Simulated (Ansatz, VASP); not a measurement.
Ta: VASP beside Ansatz

The input INCAR:

```
ALGO = Fast
EDIFF = 1E-6
ENCUT = 520
GGA = PS
ISIF = 2
ISMEAR = 0
LASPH = T
LCHARG = F
LREAL = F
LWAVE = F
NBANDS = 12
NELM = 60
PREC = Accurate
SIGMA = 0.15
```

Contents of KPOINTS:

```
k-points
0
Gamma
  20 20 20
```

Contents of POSCAR:

```
Ta
1.0
   -1.6402286350      1.6402286350      1.7222400668
    1.6402286350     -1.6402286350      1.7222400668
    1.6402286350      1.6402286350     -1.7222400668
Ta
1
Direct
    0.0000000000      0.0000000000      0.0000000000
```

Input for Ansatz:

```yaml
crystal:
  lattice:
    - [-1.640228635, 1.640228635, 1.7222400668]
    - [1.640228635, -1.640228635, 1.7222400668]
    - [1.640228635, 1.640228635, -1.7222400668]
  atoms:
    - { symbol: Ta, position: [0.0, 0.0, 0.0] }
basis:
  ecutwfc: 420
kpoints:
  mp_grid: { grid: [20, 20, 20] }
hamiltonian:
  xc: pbesol
  pseudopotentials: { kind: paw, azcp: { folder: soft_1 } }
scf:
  occupations: { method: gaussian, width: 0.15 }
output:
  forces: true
  stress: true
  eigenvalues: true
  write_density: true
  write_potential: true
  elf: true
  volumetric_format: npy
```

Change from the starting cell: normal strain along x +0.0000, normal strain along z +0.0500.

Alike in both runs: task single point; functional PBEsol; k mesh 20 × 20 × 20; occupations gaussian, width 0.15 eV; no spin polarisation.

```csv
,VASP,Ansatz
version,VASP 6.6.1,Ansatz 0.2.0
potentials or method,"VASP PAW PBE potentials, release 64 (Ta_pv), cutoff 520 eV","scalar-relativistic, plane waves, PAW"
valence electrons in the cell,11,13
```

|  | VASP | Ansatz | Ansatz less VASP |
| --- | --- | --- | --- |
| gap on the k mesh at the Fermi level (eV) | none | none | - |
| pressure (GPa) | -8.7 | -8.9 | -0.12 |
| traceless stress, the component that is largest in VASP (GPa) | -3.32 | -3.31 | +0.006 |

VASP's potentials were made for PBE, not for PBEsol, and Ansatz warns of the same on its side. A gap of «none» marks a metal or a gap that the smearing closes. The functional is the same, so the differences come from potentials, cutoffs and numerics. VASP's potentials hold 11 valence electrons a cell and Ansatz's 13, so a difference there can come from the potentials and not from the codes.

Neither program's run includes spin-orbit coupling.
